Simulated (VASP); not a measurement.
WS2: single point with PBE+D3(BJ)

WS2:

```
W S
1.0
     3.20674    0.00000    0.00000
    -1.60337    2.77712    0.00000
     0.00000    0.00000   12.34553
W S
2 4
Direct
  0.29009 0.66667 0.74993
  0.70991 0.33333 0.25007
  0.37607 0.66667 0.12038
  0.62394 0.33333 0.62024
  0.37606 0.66667 0.37976
  0.62393 0.33333 0.87962
```

This cell differs from its parent crystal: atoms displaced along a vibrational mode, the cell strained.

```json
{
 "Program": "VASP 6.6.1",
 "Task": "single point",
 "Functional": "PBE",
 "Dispersion": "D3(BJ)",
 "Potentials or basis": "VASP PAW PBE potentials, release 64 (W_sv, S)",
 "Cutoff": "520 eV",
 "k mesh": "12 × 12 × 4",
 "Occupations": "gaussian, width 0.05 eV",
 "Spin": "no spin polarisation",
 "Dipole correction": "no",
 "Further INCAR settings": "ALGO = Normal; EDIFF = 1e-06; NBANDS = 35"
}
```

| Item | Value |
| --- | --- |
| Pressure | -7.5 GPa |
| Largest force | 0.818 eV/Å |
| Band gap on the k mesh | 0.95 eV (least direct gap 1.73 eV) |
| Dispersion energy per atom | -0.413 eV |

Forces on the atoms (eV/Å):
```
W    0.064 -0.004  0.000
W   -0.064  0.004  0.000
S   -0.009  0.008  0.817
S    0.009 -0.008  0.818
S   -0.009  0.008 -0.818
S    0.009 -0.008 -0.817
```

Stress tensor (GPa, compression positive):
```
-7.31 -0.07  0.00
-0.07 -7.27  0.00
 0.00  0.00 -7.96
```

Levels at points of the mesh, in eV from the valence-band top:
| k point | band 24 | band 25 | band 26 | band 27 | band 28 | band 29 |
| --- | --- | --- | --- | --- | --- | --- |
| (0.00, 0.00, 0.00) | -1.37 | -1.12 | 0.00 | 2.14 | 2.15 | 2.19 |
| (0.50, 0.00, 0.00) | -1.72 | -1.54 | -1.50 | 2.17 | 2.22 | 2.41 |
| (0.00, 0.50, 0.00) | -1.74 | -1.61 | -1.43 | 2.18 | 2.22 | 2.45 |
| (0.50, 0.50, 0.00) | -1.74 | -1.69 | -1.35 | 2.17 | 2.22 | 2.50 |
| (0.00, 0.00, 0.50) | -2.10 | -0.27 | -0.27 | 2.14 | 2.14 | 2.21 |
| (0.50, 0.00, 0.50) | -1.83 | -1.52 | -1.52 | 2.19 | 2.19 | 2.59 |
| (0.00, 0.50, 0.50) | -1.82 | -1.52 | -1.51 | 2.19 | 2.19 | 2.61 |
| (0.50, 0.50, 0.50) | -1.83 | -1.47 | -1.47 | 2.19 | 2.19 | 2.61 |

Wall time 15 min on 1 thread of Oxide Virtual Turin-like Processor, with other jobs on the host, peak memory 0.84 GiB.

Caveat: the cell differs from its parent crystal (atoms displaced along a vibrational mode, the cell strained); the cell stands under tension; spin-orbit coupling is left out, which moves the levels of the heavy elements. A k mesh can miss the band edges.
